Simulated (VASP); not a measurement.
Here is a VASP 6.6.1 calculation.

Contents of POSCAR:

```
KI
1.0
    0.0000000000      3.5245500000      3.5245500000
    3.5245500000      0.0000000000      3.5245500000
    3.5245500000      3.5245500000      0.0000000000
K I
1 1
Direct
    0.0000000000      0.0000000000      0.0000000000
    0.4893603439      0.4893603439      0.5106396561
```

INCAR.step1

```
ALGO = Normal
EDIFF = 1E-4
ENCUT = 520
GGA = PE
ISMEAR = 0
LASPH = T
LCHARG = F
LREAL = F
LWAVE = T
NBANDS = 15
NELM = 100
PREC = Accurate
SIGMA = 0.05
```

Contents of INCAR.step2:

```
ALGO = Normal
EDIFF = 1E-6
ENCUT = 520
ISIF = 2
ISMEAR = 0
ISTART = 1
LASPH = T
LCHARG = F
LMIXTAU = T
LREAL = F
LWAVE = F
METAGGA = R2SCAN
NBANDS = 15
NELM = 100
PREC = Accurate
SIGMA = 0.05
```

File KPOINTS:

```
k-points
0
Gamma
  6 6 6
```

Potentials or basis: VASP PAW PBE potentials, release 64 (K_sv, I).

Launch:

```bash
$ cat potpaw_PBE.64/K_sv/POTCAR potpaw_PBE.64/I/POTCAR > POTCAR
$ cp INCAR.step1 INCAR
$ mpirun -np 1 vasp_std > vasp.out
$ cp INCAR.step2 INCAR
$ mpirun -np 1 vasp_std > vasp.out
```

Estimate the largest force.

0.094 eV/Å.

What does it give for the pressure?

0.3 GPa.

Predict the band gap on the k mesh.

4.63 eV.

Forces on the atoms (eV/Å):
```
K    0.000  0.000 -0.094
I    0.000  0.000  0.094
```

Caveat: the cell differs from its parent crystal (all I atoms moved +0.075 Å, as atom 2 towards its neighbour atom 1 (K) at 3.525 Å); the PAW data sets were made with another functional, which shifts forces and pressure a little; spin-orbit coupling is left out, which moves the levels of the heavy elements.
